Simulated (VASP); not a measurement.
# MnSb (P6_3/mmc) in VASP: further runs

Runs on MnSb. Level: PBE. Tasks: electric field gradients.

Program: VASP 6.6.1. These are calculated values, not measurements. Logs are shortened: lines on timing, memory, paths and dates and some standing lists are left out, and cuts for length are marked.

**1. The cell of the first run**

It takes space group P6_3/mmc (No. 194, hexagonal). The conventional cell has a = 4.130 Å, b = 4.130 Å, c = 5.800 Å, α = 90.00°, β = 90.00°, γ = 120.00°. Mn (site symmetry -3m) has 6 Sb at 2.79 Å and 2 Mn at 2.90 Å within 3.7 Å. Sb (site symmetry -6m2) has 6 Mn at 2.79 Å and 6 Sb at 3.75 Å within 3.8 Å.

**2. Electric field gradients, PBE, collinear spin, ferromagnetic start**

INCAR

```
SYSTEM = MnSb
ALGO     = Normal         ! electronic algorithm
EDIFF    = 1E-8           ! SCF threshold, eV
ENCUT    = 520            ! plane-wave cutoff, eV
GGA      = PE             ! functional
ISIF     = 2              ! what is computed and relaxed
ISMEAR   = -1             ! smearing method
ISPIN    = 2              ! spin polarisation
LASPH    = .True.         ! aspherical terms in the spheres
LCHARG   = .False.        ! write CHGCAR
LEFG     = .True.       
LMAXMIX  = 4              ! l up to which the mixer works
LORBIT   = 11             ! projections on sites
LREAL    = .False.        ! projectors in reciprocal space
LWAVE    = .False.        ! write WAVECAR
MAGMOM   = 4 4 0 0        ! initial moments
NBANDS   = 30             ! bands
NELM     = 150            ! most SCF steps
PREC     = Accurate       ! precision mode
SIGMA    = 0.05           ! smearing width, eV
```

KPOINTS

```
k-points
0
Gamma
  9 9 6
  0 0 0
```

POSCAR

```
MnSb
1.0
    4.1299978706      0.0000000000      0.0000000000
   -2.0649989353      3.5766830735      0.0000000000
    0.0000000000      0.0000000000      5.8000000000
Mn Sb
2 2
Direct
    0.0000000000      0.0000000000      0.0000000000
    0.0000000000      0.0000000000      0.5000000000
    0.3333333333      0.6666666667      0.2500000000
    0.6666666667      0.3333333333      0.7500000000
```

Potentials or basis: VASP PAW PBE potentials, release 64 (Mn_pv, Sb).

On the command line:

```sh
cat potpaw_PBE.64/Mn_pv/POTCAR potpaw_PBE.64/Sb/POTCAR > POTCAR
mpirun -np 1 vasp_std > vasp.out
```

OUTCAR:

```text
SYSTEM = MnSb
   EDIFF = 1E-8
   ENCUT = 520
   GGA = PE
   ISIF = 2
   ISMEAR = -1
   ISPIN = 2
   LASPH = .True.
   LORBIT = 11
   LREAL = .False.
   NELM = 150
   PREC = Accurate

 ion  position               nearest neighbor table
   1  0.000  0.000  0.000-   3 2.79   4 2.79   3 2.79   4 2.79   4 2.79   3 2.79   2 2.90   2 2.90

   2  0.000  0.000  0.500-   3 2.79   4 2.79   3 2.79   4 2.79   4 2.79   3 2.79   1 2.90   1 2.90

   3  0.333  0.667  0.250-   1 2.79   2 2.79   1 2.79   2 2.79   1 2.79   2 2.79   4 3.75   4 3.75
                             4 3.75   4 3.75   4 3.75   4 3.75
   4  0.667  0.333  0.750-   1 2.79   2 2.79   1 2.79   2 2.79   1 2.79   2 2.79   3 3.75   3 3.75
                             3 3.75   3 3.75   3 3.75   3 3.75

  LATTYP: Found a hexagonal cell.
 ALAT       =     4.1299978706
 C/A-ratio  =     1.4043590776

  Lattice vectors:

 A1 = (   4.1299978706,   0.0000000000,   0.0000000000)
 A2 = (  -2.0649989353,   3.5766830735,   0.0000000000)
 A3 = (   0.0000000000,   0.0000000000,   5.8000000000)

Analysis of symmetry for initial positions (statically):
=====================================================================
 Subroutine PRICEL returns:
 Original cell was already a primitive cell.

 Routine SETGRP: Setting up the symmetry group for a
 hexagonal supercell.

 Subroutine GETGRP returns: Found 24 space group operations
 (whereof 12 operations were pure point group operations)
 out of a pool of 24 trial point group operations.

The static configuration has the point symmetry D_3d.
 The point group associated with its full space group is D_6h.

Analysis of symmetry for dynamics (positions and initial velocities):
=====================================================================
 Subroutine PRICEL returns:
 Original cell was already a primitive cell.

 Routine SETGRP: Setting up the symmetry group for a
 hexagonal supercell.

 Subroutine GETGRP returns: Found 24 space group operations
 (whereof 12 operations were pure point group operations)
 out of a pool of 24 trial point group operations.

The dynamic configuration has the point symmetry D_3d.
 The point group associated with its full space group is D_6h.

Analysis of structural, dynamic, and magnetic symmetry:
=====================================================================
 Subroutine PRICEL returns:
 Original cell was already a primitive cell.

 Routine SETGRP: Setting up the symmetry group for a
 hexagonal supercell.

 Subroutine GETGRP returns: Found 24 space group operations
 (whereof 12 operations were pure point group operations)
 out of a pool of 24 trial point group operations.

The overall configuration has the point symmetry D_3d.
 The point group associated with its full space group is D_6h.

 Subroutine INISYM returns: Found 24 space group operations
 (whereof 12 operations are pure point group operations),
 and found     1 'primitive' translations

----------------------------------------------------------------------------------------

                                     Primitive cell

  volume of cell :      85.6758

  direct lattice vectors                    reciprocal lattice vectors
     4.129997871  0.000000000  0.000000000     0.242130875  0.139794326  0.000000000
    -2.064998935  3.576683073  0.000000000     0.000000000  0.279588652  0.000000000
     0.000000000  0.000000000  5.800000000     0.000000000  0.000000000  0.172413793

  length of vectors
     4.129997871  4.129997871  5.800000000     0.279588652  0.279588652  0.172413793

  position of ions in fractional coordinates (direct lattice)
     0.000000000  0.000000000  0.000000000
     0.000000000  0.000000000  0.500000000
     0.333333333  0.666666667  0.250000000
     0.666666667  0.333333333  0.750000000

  ion indices of the primitive-cell ions
   primitive index   ion index
                 1           1
                 2           2
                 3           3
                 4           4

[... 86 lines left out ...]
   ISMEAR =    -1;   SIGMA  =   0.05  broadening in eV -4-tet -1-fermi 0-gaus
   EFERMI_NEDOS =   21; number of points for ismear=-14 and -15
   IALGO  =     38    algorithm
   IMIX   =      4    mixing-type and parameters
     AMIX     =   0.40;   BMIX     =  1.00
     AMIX_MAG =   1.60;   BMIX_MAG =  1.00
  volume/ion in A,a.u.               =      21.42       144.54
  Fermi-wavevector in a.u.,A,eV,Ry     =   1.226186  2.317155 20.456785  1.503531
  Thomas-Fermi vector in A             =   2.361196
   LORBIT       =     11    0 simple, 1 ext, 2 COOP (PROOUT), +10 PAW based schemes
   GGA     = PE    functional components
   LHFCALC =     F    Hartree Fock is set to
   AEXX    =    0.0000 exact exchange contribution
   IVDW    =     0    specifies the selected vdW correction
   LEPSILON=     F    determine dielectric tensor
   LRPA    =     F    only Hartree local field effects (RPA)
 spin polarized calculation
  energy-cutoff  :      520.00
  volume of cell :       85.68
 maximum number of plane-waves:      2350
 NGX is ok and might be reduce to    32
   NGX = 15   NGY = 15   NGZ = 21

 number of electron      36.0000014 magnetization       6.6254597

 Free energy of the ion-electron system (eV)
  ---------------------------------------------------
  ext. energy  EPLUGINS =         0.00000000
  ---------------------------------------------------
  free energy    TOTEN  =       -26.33360442 eV

  energy without entropy =      -26.31849014  energy(sigma->0) =      -26.32604728

 E-fermi :   7.7651     XC(G=0): -10.6389

 val. band max:        7.7454915963   @ k =   0.0000   0.0000   0.0000
 cond. band min:       7.8016547673   @ k =   0.2222   0.2222   0.3333
 fundamental gap:      0.0561631711
 Fermi energy:         7.7651437708

 spin component 1

 k-point     1 :       0.0000    0.0000    0.0000
  band No.  band energies     occupation
      1     -42.2009      1.00000
      2     -42.2009      1.00000
      3     -42.1938      1.00000
      4     -42.1938      1.00000
      5     -41.9602      1.00000
      6     -41.8835      1.00000
[... 781 lines left out ...]
     29      16.2444      0.00000
     30      16.2444      0.00000

 [... further k-points ...]

 spin component 2

 k-point     1 :       0.0000    0.0000    0.0000
  band No.  band energies     occupation
      1     -38.5926      1.00000
      2     -38.5926      1.00000
      3     -38.5838      1.00000
      4     -38.5838      1.00000
      5     -38.5272      1.00000
      6     -38.4361      1.00000
[... 781 lines left out ...]
     29      16.4433      0.00000
     30      16.7727      0.00000

 [... further k-points ...]

------------------------ aborting loop because EDIFF is reached ----------------------------------------

  FORCE on cell =-STRESS in cart. coord.  units (eV):
  Direction    XX          YY          ZZ          XY          YZ          ZX
  --------------------------------------------------------------------------------------
  -------------------------------------------------------------------------------------
  Total       -1.3129916     -1.3129916     -2.2150389      0.0000000      0.0000000     -0.0000000
  in kB      -24.5535480    -24.5535480    -41.4222471      0.0000000      0.0000000     -0.0000000
  external PRESSURE =     -30.1764477 kB  Pullay stress =       0.0000000 kB

 VOLUME and BASIS-vectors are now :
 -----------------------------------------------------------------------------
  energy-cutoff  :      520.00
  volume of cell :       85.68
      direct lattice vectors                 reciprocal lattice vectors
     4.129997871  0.000000000  0.000000000     0.242130875  0.139794326  0.000000000
    -2.064998935  3.576683073  0.000000000     0.000000000  0.279588652  0.000000000
     0.000000000  0.000000000  5.800000000     0.000000000  0.000000000  0.172413793

 POSITION                                       TOTAL-FORCE (eV/Angst)
 -----------------------------------------------------------------------------------
      0.00000      0.00000      0.00000         0.000000      0.000000      0.000000
      0.00000      0.00000      2.90000        -0.000000      0.000000      0.000000
     -0.00000      2.38446      1.45000        -0.000000      0.000000     -0.000000
      2.06500      1.19223      4.35000         0.000000     -0.000000     -0.000000
 -----------------------------------------------------------------------------------
    total drift:                                0.000000     -0.000000      0.000000

  FREE ENERGIE OF THE ION-ELECTRON SYSTEM (eV)
  ---------------------------------------------------
  free  energy   TOTEN  =       -26.3336044171 eV

  energy  without entropy=      -26.3184901428  energy(sigma->0) =      -26.32604728

 Electric field gradients (V/A^2)
---------------------------------------------------------------------
 ion       V_xx      V_yy      V_zz      V_xy      V_xz      V_yz
---------------------------------------------------------------------
   1      20.643    20.639   -41.282    -0.004     0.000    -0.000
   2      20.643    20.639   -41.282    -0.004    -0.000     0.000
   3     -20.764   -20.764    41.528    -0.000     0.000    -0.000
   4     -20.764   -20.764    41.528    -0.000     0.000     0.000
---------------------------------------------------------------------

 Electric field gradients after diagonalization (V/A^2)
 (convention: |V_zz| > |V_xx| > |V_yy|)
----------------------------------------------------------------------
 ion       V_xx      V_yy      V_zz     asymmetry (V_yy - V_xx)/ V_zz
----------------------------------------------------------------------
   1      20.645    20.636   -41.282       0.000
   2      20.645    20.636   -41.282       0.000
   3     -20.764   -20.764    41.528       0.000
   4     -20.764   -20.764    41.528       0.000
----------------------------------------------------------------------

           NMR quadrupolar parameters

 Cq : quadrupolar parameter    Cq=e*Q*V_zz/h
 eta: asymmetry parameters     (V_yy - V_xx)/ V_zz
 Q  : nuclear electric quadrupole moment in mb (millibarn)
----------------------------------------------------------------------
 ion       Cq(MHz)       eta       Q (mb)
----------------------------------------------------------------------
   1      -0.100       0.000       1.000
   2      -0.100       0.000       1.000
   3       0.100       0.000       1.000
   4       0.100       0.000       1.000
----------------------------------------------------------------------

 total charge

# of ion       s       p       d       tot
------------------------------------------
    1        0.273   6.208   5.040  11.521
    2        0.273   6.208   5.040  11.521
    3        1.142   1.265   0.041   2.448
    4        1.142   1.265   0.041   2.448
--------------------------------------------------
tot          2.829  14.947  10.162  27.938

 magnetization (x)

# of ion       s       p       d       tot
------------------------------------------
    1        0.036   0.025   3.313   3.374
    2        0.036   0.025   3.313   3.374
    3        0.011  -0.149   0.005  -0.132
    4        0.011  -0.149   0.005  -0.132
--------------------------------------------------
tot          0.096  -0.248   6.636   6.484
```

Wall time 7.6 min (1 thread of Intel Xeon 8259CL, shared host); peak memory 0.37 GiB.

What came out:

| Quantity | Value |
| --- | --- |
| Free energy | -26.3336 eV |
| Pressure | -3.0 GPa |
| Net moment | 6.63 μB per cell |
| Site moments | Mn +3.37; Sb -0.13 μB |
| Largest electric field gradient by atom | Mn -41.3; Sb +41.5 V/Å² |
| Valence electrons inside the program's atomic spheres | Mn 11.52; Sb 2.45 |

Stress tensor (GPa, compression positive):
```
-2.46  0.00  0.00
 0.00 -2.46  0.00
 0.00  0.00 -4.14
```

Electric field gradients, principal values (V/Å²):
| atom | least | middle | greatest (by size) |
| --- | --- | --- | --- |
| 1 Mn | 20.636 | 20.645 | -41.282 |
| 2 Mn | 20.636 | 20.645 | -41.282 |
| 3 Sb | -20.764 | -20.764 | 41.528 |
| 4 Sb | -20.764 | -20.764 | 41.528 |

Caveat: the cell stands under tension; without QUAD_EFG the Cq values of the log hold for a quadrupole moment of 1 mb, not for the nuclei; spin-orbit coupling is left out, which moves the levels of the heavy elements; the run started ferromagnetic, and an antiferromagnetic order may lie lower in energy.

[end of part 1 of 2]
